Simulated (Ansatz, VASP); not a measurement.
Given: the input of a run of Ansatz 0.2.0 on C.

input.yaml

```yaml
crystal:
  lattice:
    - [0.0, 1.78337, 1.78337]
    - [1.78337, 0.0, 1.78337]
    - [1.78337, 1.78337, 0.0]
  atoms:
    - { symbol: C, position: [0.75, 0.75, 0.75] }
    - { symbol: C, position: [0.5, 0.5, 0.5] }
hamiltonian:
  xc: { exchange: r2scan, correlation: r2scan, exx: { coeff: 0.35 } }
  pseudopotentials: { kind: paw }
kpoints:
  mp_grid: { grid: [7, 7, 7] }
scf:
  occupations: { method: fermi_dirac, width: 0.05 }
output:
  forces: true
  stress: true
  eigenvalues: true
```

Potentials or basis: Ansatz PAW.

Run with:

```console
$ ansatz run input.yaml --threads 1 --pin off --max-ram 3584MiB --backend cpu --events-out ev --progress --plain --runs-dir out
```

Task: Translate it to VASP 6.6.1. Potentials there: VASP PAW PBE potentials, release 64 (C).

Result: As run (the cutoff follows the program's own potentials):

Contents of POSCAR:

```
C
1.0
    0.0000000000      1.7833700000      1.7833700000
    1.7833700000      0.0000000000      1.7833700000
    1.7833700000      1.7833700000      0.0000000000
C
2
Direct
    0.7500000000      0.7500000000      0.7500000000
    0.5000000000      0.5000000000      0.5000000000
```

File INCAR.step1:

```
PREC = Accurate
ENCUT = 520
EDIFF = 1E-5
ISMEAR = -1
SIGMA = 0.05
LREAL = F
LASPH = T
NELM = 100
ALGO = Normal
ISIF = 2
LWAVE = T
LCHARG = F
NBANDS = 11
GGA = PE
```

The input INCAR.step2:

```
PREC = Accurate
ENCUT = 520
EDIFF = 1E-6
ISMEAR = -1
SIGMA = 0.05
LREAL = F
LASPH = T
NELM = 100
ALGO = Normal
ISIF = 2
LWAVE = F
LCHARG = F
METAGGA = R2SCAN
LHFCALC = T
AEXX = 0.35
LMIXTAU = T
PRECFOCK = Normal
NBANDS = 11
ISTART = 1
```

KPOINTS

```
Automatic mesh
0
Gamma
  7 7 7
```

Potentials or basis: VASP PAW PBE potentials, release 64 (C).

Launch:

```bash
$ cat potpaw_PBE.64/C/POTCAR > POTCAR
$ cp INCAR.step1 INCAR
$ mpirun -np 1 vasp_std > vasp.out
$ cp INCAR.step2 INCAR
$ mpirun -np 1 vasp_std > vasp.out
```

Both were run:

|  | VASP | Ansatz | Ansatz less VASP |
| --- | --- | --- | --- |
| gap on the k mesh at the Fermi level (eV) | 7.01 | 7.00 | -0.005 |
| least direct gap on the mesh (eV) | 8.64 | 8.64 | +0.004 |
| pressure (GPa) | -12.5 | -13.5 | -0.92 |

VASP's potentials were made for PBE, not for r2SCAN-based global hybrid. With one functional, cell and mesh, what is left measures potentials, basis and numerics.

The k mesh is coarse, so the values compare programs but aren't converged. Noted on Ansatz's run: odd divisions of the mesh miss points on the zone boundary, where band edges often lie, so the gap on the mesh can be too wide.
